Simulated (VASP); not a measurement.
Set up this calculation in VASP 6.6.1, as the native input.

```yaml
Task: single point
Functional: PBE
Potentials_or_basis: VASP PAW PBE potentials, release 64 (Ga_d, Si)
Cutoff: 520 eV
k_mesh: 2 × 2 × 2
Occupations: gaussian, width 0.01 eV
Spin: collinear spin
Starting_moments: "[0.2, 0.0, 0.0, 0.0, 0.0, 0.0, 0.0, 0.0, 0.2, 0.2, 0.0, 0.2, 0.0, 0.2, 0.0, 0.0] μB"
Dipole_correction: no
Further_INCAR_settings: LREAL = Auto; ALGO = Normal; EDIFF = 1e-06; NBANDS = 54
```

The structure of GaSi15 (a cell with a defect) lies in POSCAR:

```
GaSi15
1.0
    0.0000000000      5.4700937543     -5.4700937543
    5.4700937543      5.4700937543      0.0000000000
    5.4700937543      0.0000000000     -5.4700937543
Ga Si
1 15
Direct
    0.1222559157      0.1276327605      0.1253876897
    0.1238219869      0.6249010733      0.1269881327
    0.6225820938      0.1267225772      0.1274177361
    0.6230651543      0.6242380800      0.1272526701
    0.1242512316      0.1267290949      0.6257341197
    0.1240791004      0.6242499657      0.6262254380
    0.6223089381      0.1265842793      0.6254617564
    0.6236131770      0.6251473277      0.6267854667
    0.2507648490      0.7446793906      0.2539209055
    0.2507108184      0.2493120900      0.2538603410
    0.7482669540      0.7503801358      0.2517830317
    0.7453353331      0.2505270370      0.2532254490
    0.2486108201      0.7503852150      0.7514300437
    0.2500749556      0.2505366289      0.7484597820
    0.7482177108      0.7509083995      0.7513910491
    0.7483364048      0.2503521771      0.7515010054
```

The input as run:

INCAR

```
SYSTEM = GaSi15
PREC = Accurate ; ENCUT = 520
EDIFF = 1E-6 ; ISMEAR = 0
SIGMA = 0.01 ; LREAL = Auto
LASPH = .True. ; NELM = 150
ALGO = Normal ; ISIF = 2
LWAVE = .False. ; LCHARG = .False.
ISPIN = 2 ; MAGMOM = 0.2 0 0 0 0 0 0 0 0.2 0.2 0 0.2 0 0.2 0 0
LORBIT = 11 ; GGA = PE
NBANDS = 54
```

KPOINTS

```
regular mesh
0
Gamma
  2 2 2
  0 0 0
```

Potentials or basis: VASP PAW PBE potentials, release 64 (Ga_d, Si).

Command:

```console
$ cat potpaw_PBE.64/Ga_d/POTCAR potpaw_PBE.64/Si/POTCAR > POTCAR
$ mpirun -np 1 vasp_std > vasp.out
```

It gave:

| Property | Result |
| --- | --- |
| Pressure | 1.3 GPa |
| Largest force | 0.009 eV/Å |
| Net moment | 0.25 μB per cell |
| Site moments | Ga +0.03; Si +0.01, +0.00, -0.00, +0.03, +0.02 (each value once) μB |
| Valence electrons inside the program's atomic spheres | Ga 11.82; Si 1.68, 1.69, 1.70 (each value once) |

Caveat: the k points lie up to 0.50 Å⁻¹ apart.

Wall time 9.2 min on 1 thread of AMD EPYC 7R13 (shared host), peak memory 0.69 GiB.
